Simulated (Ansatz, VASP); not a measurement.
**ZnSe in VASP and in Ansatz**

```
CELL_PARAMETERS angstrom
3.83299 0.00000 0.00000
-1.91650 3.31947 0.00000
0.00000 0.00000 10.75146
ATOMIC_POSITIONS crystal
Zn 0.66667 0.33333 0.21957
Zn 0.66667 0.33333 0.78043
Zn 0.33333 0.66667 0.50000
Se 0.00000 0.00000 0.33437
Se 0.00000 0.00000 0.66563
Se 0.66667 0.33333 0.00000
```

Alike in both runs: task relaxation of cell and atoms; functional PBE; k mesh 12 × 12 × 4; occupations gaussian, width 0.1 eV; no spin polarisation.

|  | VASP | Ansatz |
| --- | --- | --- |
| version | VASP 6.6.1 | Ansatz 0.2.0 |
| potentials or method | VASP PAW PBE potentials, release 64 (Zn, Se), cutoff 600 eV | scalar-relativistic, plane waves, PAW |
| valence electrons in the cell | 54 | 84 |

|  | VASP | Ansatz | Ansatz less VASP |
| --- | --- | --- | --- |
| gap on the k mesh at the Fermi level, each at its own relaxed structure (eV) | none | none | - |
| relaxed volume (Å³/atom) | 22.79 | 22.76 | -0.033 |
| relaxed length of the cell vector where the two differ most in proportion (Å) | 10.791 | 10.779 | -0.0117 |

A gap of «none» marks a metal or a gap that the smearing closes. VASP's potentials hold 54 valence electrons a cell and Ansatz's 84, so a difference there can come from the potentials and not from the codes.
